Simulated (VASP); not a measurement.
A run of VASP 6.6.1 is set up as follows.

INCAR

```
SYSTEM = Tl
ALGO = Normal ; EDIFF = 1E-6
ENCUT = 520 ; GGA = PE
ISIF = 2 ; ISMEAR = -1
LASPH = .TRUE. ; LCHARG = .FALSE.
LREAL = .FALSE. ; LWAVE = .FALSE.
NBANDS = 20 ; NELM = 80
PREC = Accurate ; SIGMA = 0.1
```

File KPOINTS:

```
k-points
0
G
  16 16 9
  0 0 0
```

File POSCAR:

```
Tl
1.0
    2.6623351523      0.0000000000      0.0000000000
   -1.3311675762      2.3056498753      0.0000000000
    0.0000000000      0.0000000000      4.3763394052
Tl
2
Direct
    0.3333333333      0.6666666667      0.2500000000
    0.6666666667      0.3333333333      0.7500000000
```

Potentials or basis: VASP PAW PBE potentials, release 64 (Tl_d).

Command:

```sh
$ cat potpaw_PBE.64/Tl_d/POTCAR > POTCAR
$ mpirun -np 1 vasp_std > vasp.out
```

Task: What does it give for the band gap on the k mesh?

Result: Zero (bands 13 and 14 overlap by 8.07 eV).

Task: What does it give for the pressure?

Result: 230.3 GPa.

Caveat: the cell stands under pressure; spin-orbit coupling is left out, which moves the levels of the heavy elements.
